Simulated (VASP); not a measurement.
Here is a VASP 6.6.1 calculation.

File INCAR:

```
ALGO     = Normal         # electronic algorithm
EDIFF    = 1E-6           # SCF threshold, eV
ENCUT    = 520            # plane-wave cutoff, eV
GGA      = PE             # functional
ISIF     = 2              # what is computed and relaxed
ISMEAR   = -1             # smearing method
LASPH    = T              # aspherical terms in the spheres
LCHARG   = F              # write CHGCAR
LREAL    = F              # projectors in reciprocal space
LWAVE    = F              # write WAVECAR
NBANDS   = 26             # bands
NELM     = 60             # most SCF steps
PREC     = Accurate       # precision mode
SIGMA    = 0.02           # smearing width, eV
```

The input KPOINTS:

```
k-points
0
Gamma
  8 8 8
```

The input POSCAR:

```
Al2GaP3
1.0
   -1.9343324605      5.8028342932      2.7346188875
    1.9343324605     -5.8028342932      2.7346188875
    1.9343324605      5.8028342932     -2.7346188875
Al P Ga
2 3 1
Direct
    0.6665651013      0.9999515690      0.6666135323
    0.3333380367     -0.0000484310      0.3333864677
    0.4164904416      0.2499762241      0.1665142176
    0.0834620065      0.2499762241      0.8334857824
    0.7501986364      0.2501986364      0.5000000000
   -0.0000542226     -0.0000542226      0.0000000000
```

Potentials or basis: VASP PAW PBE potentials, release 64 (Al, P, Ga_d).

The run is started by

```bash
$ cat potpaw_PBE.64/Al/POTCAR potpaw_PBE.64/P/POTCAR potpaw_PBE.64/Ga_d/POTCAR > POTCAR
$ mpirun -np 1 vasp_std > vasp.out
```

What does it give for the pressure?

1.6 GPa.

What does it give for the band gap on the k mesh?

1.61 eV (least direct gap 1.92 eV).

What does it give for the largest force?

0.075 eV/Å.

Forces on the atoms (eV/Å):
```
Al   0.000  0.003  0.003
Al   0.000 -0.003  0.003
P    0.000  0.057  0.037
P    0.000 -0.057  0.037
P    0.000  0.000 -0.075
Ga   0.000  0.000 -0.006
```

A k mesh can miss the band edges.
